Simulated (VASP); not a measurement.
# BN (P6_3mc) in VASP: settings compared

BN is run at these levels: PBEsol, r2SCAN; tasks: single point.

Everything below comes from runs of VASP 6.6.1. Logs are shortened: lines on timing, memory, paths and dates and some standing lists are left out, and cuts for length are marked.

## Step 1: The cell of the first run

The structure is hexagonal, space group P6_3mc (No. 186). The conventional cell has a = 2.544 Å, b = 2.544 Å, c = 4.208 Å, α = 90.00°, β = 90.00°, γ = 120.00°. Within 2.1 Å of B (site symmetry 3m) lie 4 N at 1.56 to 1.58 Å. Within 2.1 Å of N (site symmetry 3m) lie 4 B at 1.56 to 1.58 Å.

## Step 2: Single point, PBEsol

Input file INCAR:

```
  ALGO = Normal
  EDIFF = 1E-6
  ENCUT = 520
  GGA = PS
  ISIF = 2
  ISMEAR = 0
  LASPH = T
  LCHARG = F
  LREAL = F
  LWAVE = F
  NBANDS = 16
  NELM = 60
  PREC = Accurate
  SIGMA = 0.01
```

Input file KPOINTS:

```
k-points
0
Gamma
  6 6 4
```

Input file POSCAR:

```
BN
1.0
    2.5439493169      0.0000000000      0.0000000000
   -1.2719746584      2.2031247344      0.0000000000
    0.0000000000      0.0000000000      4.2078167860
B N
2 2
Direct
    0.6666666667      0.3333333333      0.0002035744
    0.3333333333      0.6666666667      0.5002035744
    0.6666666667      0.3333333333      0.3747964256
    0.3333333333      0.6666666667      0.8747964256
```

Potentials or basis: VASP PAW PBE potentials, release 64 (B, N).

Started as:

```bash
cat potpaw_PBE.64/B/POTCAR potpaw_PBE.64/N/POTCAR > POTCAR
mpirun -np 1 vasp_std > vasp.out
```

OUTCAR:

```text
EDIFF = 1E-6
   ENCUT = 520
   GGA = PS
   ISIF = 2
   ISMEAR = 0
   LASPH = T
   LREAL = F
   NELM = 60
   PREC = Accurate

 ion  position               nearest neighbor table
   1  0.667  0.333  0.000-   4 1.56   4 1.56   4 1.56   3 1.58
   2  0.333  0.667  0.500-   3 1.56   3 1.56   3 1.56   4 1.58
   3  0.667  0.333  0.375-   2 1.56   2 1.56   2 1.56   1 1.58
   4  0.333  0.667  0.875-   1 1.56   1 1.56   1 1.56   2 1.58

  LATTYP: Found a hexagonal cell.
 ALAT       =     2.5439493169
 C/A-ratio  =     1.6540489852

  Lattice vectors:

 A1 = (   2.5439493169,   0.0000000000,   0.0000000000)
 A2 = (  -1.2719746584,   2.2031247344,   0.0000000000)
 A3 = (   0.0000000000,   0.0000000000,   4.2078167860)

Analysis of symmetry for initial positions (statically):
=====================================================================
 Subroutine PRICEL returns:
 Original cell was already a primitive cell.

 Routine SETGRP: Setting up the symmetry group for a
 hexagonal supercell.

 Subroutine GETGRP returns: Found 12 space group operations
 (whereof  6 operations were pure point group operations)
 out of a pool of 24 trial point group operations.

The static configuration has the point symmetry C_3v.
 The point group associated with its full space group is C_6v.

Analysis of symmetry for dynamics (positions and initial velocities):
=====================================================================
 Subroutine PRICEL returns:
 Original cell was already a primitive cell.

 Routine SETGRP: Setting up the symmetry group for a
 hexagonal supercell.

 Subroutine GETGRP returns: Found 12 space group operations
 (whereof  6 operations were pure point group operations)
 out of a pool of 24 trial point group operations.

The dynamic configuration has the point symmetry C_3v.
 The point group associated with its full space group is C_6v.

 Subroutine INISYM returns: Found 12 space group operations
 (whereof  6 operations are pure point group operations),
 and found     1 'primitive' translations

----------------------------------------------------------------------------------------

                                     Primitive cell

  volume of cell :      23.5833

[... 87 lines left out ...]
   NELM   =     60;   NELMIN=  2; NELMDL= -5     # of ELM steps
   EDIFF  = 0.1E-05   stopping-criterion for ELM
   LREAL  =      F    real-space projection
   EDIFFG = 0.1E-04   stopping-criterion for IOM
   NSW    =      0    number of steps for IOM
   IBRION =     -1    ionic relax: 0-MD 1-quasi-New 2-CG
   NFREE  =      0    steps in history (QN), initial steepest desc. (CG)
   ISIF   =      2    stress and relaxation
   ISYM   =      2    0-nonsym 1-usesym 2-fastsym
   POTIM  = 0.5000    time-step for ionic-motion
   TEBEG  =    0.0;   TEEND  =   0.0 temperature during run
   PSTRESS=    0.0 pullay stress
   NELECT =      16.0000    total number of electrons
   NUPDOWN=      -1.0000    fix difference up-down
   EMIN   =  10.00;   EMAX   =-10.00  energy-range for DOS
   EFERMI =   0.00;   METHOD = LEGACY
   ISMEAR =     0;   SIGMA  =   0.01  broadening in eV -4-tet -1-fermi 0-gaus
   EFERMI_NEDOS =   21; number of points for ismear=-14 and -15
   IALGO  =     38    algorithm
   IMIX   =      4    mixing-type and parameters
     AMIX     =   0.40;   BMIX     =  1.00
     AMIX_MAG =   1.60;   BMIX_MAG =  1.00
  volume/ion in A,a.u.               =       5.90        39.79
  Fermi-wavevector in a.u.,A,eV,Ry     =   1.438512  2.718393 28.154749  2.069316
  Thomas-Fermi vector in A             =   2.557470
   LORBIT       =      0    0 simple, 1 ext, 2 COOP (PROOUT), +10 PAW based schemes
   GGA     = PS    functional components
   LHFCALC =     F    Hartree Fock is set to
   AEXX    =    0.0000 exact exchange contribution
   IVDW    =     0    specifies the selected vdW correction
   LEPSILON=     F    determine dielectric tensor
   LRPA    =     F    only Hartree local field effects (RPA)
 non-spin polarized calculation
 Gauss-broadening in eV      SIGMA  =   0.01
  energy-cutoff  :      520.00
  volume of cell :       23.58
 maximum number of plane-waves:       652
 NGX is ok and might be reduce to    20
   NGX =  9   NGY =  9   NGZ = 15

 number of electron      16.0000000 magnetization

 Free energy of the ion-electron system (eV)
  ---------------------------------------------------
  ext. energy  EPLUGINS =         0.00000000
  ---------------------------------------------------
  free energy    TOTEN  =       -36.62135847 eV

  energy without entropy =      -36.62135847  energy(sigma->0) =      -36.62135847

 E-fermi :   7.6601     XC(G=0): -13.0155

 val. band max:        7.5455132833   @ k =   0.0000   0.0000   0.0000
 cond. band min:      12.5046778813   @ k =   0.3333   0.3333   0.0000
 fundamental gap:      4.9591645981
 Fermi energy:         7.6600997897

 k-point     1 :       0.0000    0.0000    0.0000
  band No.  band energies     occupation
      1     -12.9069      2.00000
      2      -8.6931      2.00000
      3      -3.4844      2.00000
      4       5.4057      2.00000
      5       5.4057      2.00000
      6       7.2727      2.00000
[... 376 lines left out ...]
      3      -1.3438      2.00000
      4      -1.3438      2.00000
      5      -0.3026      2.00000
      6      -0.3026      2.00000
[... 8 lines left out ...]
     15      24.2243      0.00000
     16      24.2243      0.00000

------------------------ aborting loop because EDIFF is reached ----------------------------------------

  FORCE on cell =-STRESS in cart. coord.  units (eV):
  Direction    XX          YY          ZZ          XY          YZ          ZX
  --------------------------------------------------------------------------------------
  -------------------------------------------------------------------------------------
  Total       -0.0928715     -0.0928715     -0.1139465     -0.0000000      0.0000000      0.0000000
  in kB       -6.3094088     -6.3094088     -7.7411798     -0.0000000      0.0000000      0.0000000
  external PRESSURE =      -6.7866658 kB  Pullay stress =       0.0000000 kB

 VOLUME and BASIS-vectors are now :
 -----------------------------------------------------------------------------
  energy-cutoff  :      520.00
  volume of cell :       23.58
      direct lattice vectors                 reciprocal lattice vectors
     2.543949317  0.000000000  0.000000000     0.393089592  0.226950382  0.000000000
    -1.271974658  2.203124734  0.000000000     0.000000000  0.453900764  0.000000000
     0.000000000  0.000000000  4.207816786     0.000000000  0.000000000  0.237652933

 POSITION                                       TOTAL-FORCE (eV/Angst)
 -----------------------------------------------------------------------------------
      1.27197      0.73437      0.00086         0.000000     -0.000000      0.007771
     -0.00000      1.46875      2.10476        -0.000000      0.000000      0.007771
      1.27197      0.73437      1.57707        -0.000000      0.000000     -0.007771
     -0.00000      1.46875      3.68098         0.000000      0.000000     -0.007771
 -----------------------------------------------------------------------------------
    total drift:                               -0.000000     -0.000000     -0.000432

  FREE ENERGIE OF THE ION-ELECTRON SYSTEM (eV)
  ---------------------------------------------------
  free  energy   TOTEN  =       -36.6213584748 eV

  energy  without entropy=      -36.6213584748  energy(sigma->0) =      -36.62135847
```

It took 3.6 s on 1 thread of Intel Xeon 6975P-C (Granite Rapids), shared host; peak memory 0.13 GiB.

Results:

```
Free energy            : -36.6214 eV
Pressure               : -0.7 GPa
Largest force          : 0.008 eV/Å
Band gap on the k mesh : 4.96 eV, indirect (least direct gap 8.22 eV)
```

Forces on the atoms (eV/Å):
```
B    0.000  0.000  0.008
B    0.000  0.000  0.008
N    0.000  0.000 -0.008
N    0.000  0.000 -0.008
```

Stress tensor (GPa, compression positive):
```
-0.63  0.00  0.00
 0.00 -0.63  0.00
 0.00  0.00 -0.77
```

Caveat: the k points lie up to 0.48 Å⁻¹ apart; the PAW data sets were made with another functional, which shifts forces and pressure a little. A k mesh can miss the band edges.

## Step 3: Single point, r2SCAN

POSCAR is that of step 2.

Input file INCAR.step1:

```
  ALGO = Normal
  EDIFF = 1E-4
  ENCUT = 520
  GGA = PE
  ISMEAR = 0
  LASPH = True
  LCHARG = False
  LREAL = False
  LWAVE = True
  NBANDS = 16
  NELM = 80
  PREC = Accurate
  SIGMA = 0.01
```

Input file INCAR.step2:

```
  ALGO = Normal
  EDIFF = 1E-6
  ENCUT = 520
  ISIF = 2
  ISMEAR = 0
  ISTART = 1
  LASPH = True
  LCHARG = False
  LMIXTAU = True
  LREAL = False
  LWAVE = False
  METAGGA = R2SCAN
  NBANDS = 16
  NELM = 80
  PREC = Accurate
  SIGMA = 0.01
```

KPOINTS is that of step 2.

Potentials or basis: VASP PAW PBE potentials, release 64 (B, N).

Started as:

```bash
cat potpaw_PBE.64/B/POTCAR potpaw_PBE.64/N/POTCAR > POTCAR
cp INCAR.step1 INCAR
mpirun -np 1 vasp_std > vasp.out
cp INCAR.step2 INCAR
mpirun -np 1 vasp_std > vasp.out
```

Wall time 14 s (1 thread of Intel Xeon 6975P-C (Granite Rapids), shared host); peak memory 0.13 GiB.

Results (log left out):

* Free energy: -38.2620 eV
* Pressure: 1.1 GPa
* Band gap on the k mesh: 5.72 eV, indirect (least direct gap 8.99 eV)

Forces in eV/Å, atoms in the order of the input:
```
B    0.000  0.000 -0.002
B    0.000  0.000 -0.002
N    0.000  0.000  0.002
N    0.000  0.000  0.002
```

Stress tensor (GPa, compression positive):
```
1.18 0.00 0.00
0.00 1.18 0.00
0.00 0.00 1.04
```

Levels at points of the mesh, in eV from the valence-band top:
```csv
k point,band 4,band 5,band 6,band 7,band 8,band 9,band 10,band 11,band 12,band 13
"(0.00, 0.00, 0.00)",-2.21,-2.21,-0.27,0.00,0.00,9.07,9.07,9.31,10.22,11.55
"(0.50, 0.00, 0.00)",-8.16,-7.21,-5.19,-4.53,-2.20,7.30,8.60,11.38,12.23,13.85
"(0.00, 0.00, 0.50)",-5.97,-1.22,-1.22,-1.22,-1.22,10.25,10.25,10.69,10.69,10.69
"(0.50, 0.00, 0.50)",-10.43,-3.92,-3.92,-3.73,-3.73,7.20,7.20,10.72,10.72,15.32
```

Caveat: the k points lie up to 0.48 Å⁻¹ apart; the PAW data sets were made with another functional, which shifts forces and pressure a little.

## Step 4: Single point, r2SCAN

POSCAR is that of step 3.

Input file INCAR.step1:

```
ALGO = Normal
EDIFF = 1E-4
ENCUT = 520
GGA = PE
ISMEAR = 0
LASPH = True
LCHARG = False
LREAL = False
LWAVE = True
NBANDS = 16
NELM = 80
PREC = Accurate
SIGMA = 0.01
```

Input file INCAR.step2:

```
ALGO = Normal
EDIFF = 1E-6
ENCUT = 520
ISIF = 2
ISMEAR = 0
ISTART = 1
LASPH = True
LCHARG = False
LMIXTAU = True
LREAL = False
LWAVE = False
METAGGA = R2SCAN
NBANDS = 16
NELM = 80
PREC = Accurate
SIGMA = 0.01
```

Input file KPOINTS:

```
k-points
0
Gamma
  9 9 4
```

Started as:

```bash
cat potpaw_PBE.64/B/POTCAR potpaw_PBE.64/N/POTCAR > POTCAR
cp INCAR.step1 INCAR
mpirun -np 1 vasp_std > vasp.out
cp INCAR.step2 INCAR
mpirun -np 1 vasp_std > vasp.out
```

Wall time 21 s (1 thread of Intel Xeon 6975P-C (Granite Rapids), shared host); peak memory 0.13 GiB.

It converged, with:

| Item | Value |
| --- | --- |
| Free energy | -38.2662 eV |
| Pressure | 1.1 GPa |
| Band gap on the k mesh | 5.72 eV, indirect (least direct gap 8.97 eV) |

Levels at points of the mesh, in eV from the valence-band top:
```csv
k point,band 6,band 7,band 8,band 9,band 10,band 11
"(0.00, 0.00, 0.00)",-0.27,0.00,0.00,9.08,9.08,9.31
"(0.00, 0.00, 0.50)",-1.22,-1.22,-1.22,10.25,10.25,10.69
```

Caveat: the PAW data sets were made with another functional, which shifts forces and pressure a little.

## Step 5: Overview

```csv
level,k mesh,gap on the mesh (eV),pressure (GPa)
PBEsol,6 × 6 × 4,4.96,-0.7
r2SCAN,6 × 6 × 4,5.72,1.1
r2SCAN,9 × 9 × 4,5.72,1.1
```

Alike in all rows: task single point; potentials or basis VASP PAW PBE potentials, release 64 (B, N); no spin polarisation; cell as given; cutoff (eV) 520; smearing gaussian 0.01 eV.

Caveats: some runs use coarse meshes; the PAW data sets were made with another functional, which shifts forces and pressure a little.

Absolute energies hang on the potentials; compare differences alone.
